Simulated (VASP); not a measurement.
I:

```xyz
4
Lattice="4.3429 0.0000 0.0000 -2.1714 3.7611 0.0000 0.0000 0.0000 11.8282" Properties=species:S:1:pos:R:3 pbc="T T T"
I     0.0000    0.0000    2.9570
I     0.0000    0.0000    8.8711
I     0.0000    2.5074    8.8711
I     2.1714    1.2537    2.9570
```

| Quantity | Value |
| --- | --- |
| Program | VASP 6.6.1 |
| Task | relaxation of cell and atoms |
| Functional | PBEsol |
| Potentials or basis | VASP PAW PBE potentials, release 64 (I) |
| Cutoff | 600 eV |
| k mesh | 6 × 6 × 2 |
| Occupations | gaussian, width 0.1 eV |
| Spin | no spin polarisation |

At the start: pressure 28.4 GPa; volume 48.30 Å³/atom.

Question: Where does the relaxation end?

Answer: Over 7 steps the energy falls by 2198.9 meV/atom and the volume is 76.10 Å³/atom (+57.6 %); space group P6_3/mmc (No. 194, to 0.1 Å) before and after.

The path:
```
step  energy change (eV)  largest force (eV/Å)  pressure (GPa)  volume (Å³)
   1              0.0000                0.0000           28.42       193.20
   2             -5.8686                0.0000           -1.39       506.84
   3             -6.4785                0.0000           -1.66       464.01
   4             -7.1307                0.0000           -1.86       424.51
   5             -8.7848                0.0000            0.37       297.63
   6             -8.7790                0.0000           -0.42       312.25
   7             -8.7956                0.0000           -0.04       304.39
```

Final structure:
```cif
data_structure
_symmetry_space_group_name_H-M 'P 1'
_symmetry_Int_Tables_number 1
_cell_length_a 5.4519
_cell_length_b 5.4519
_cell_length_c 11.8251
_cell_angle_alpha 90.000
_cell_angle_beta 90.000
_cell_angle_gamma 120.000
_cell_volume 304.39
loop_
_atom_site_label
_atom_site_type_symbol
_atom_site_fract_x
_atom_site_fract_y
_atom_site_fract_z
_atom_site_occupancy
I1 I 0.00000 0.00000 0.25000 1
I2 I 0.00000 0.00000 0.75000 1
I3 I 0.33333 0.66667 0.75000 1
I4 I 0.66667 0.33333 0.25000 1
```

Caveat: the volume moved by over 15 % at a fixed basis, so the end points are rough; the relaxation moved the vacuum too, so the length across it says nothing of the material; the PAW data sets were made with another functional, which shifts forces and pressure a little.
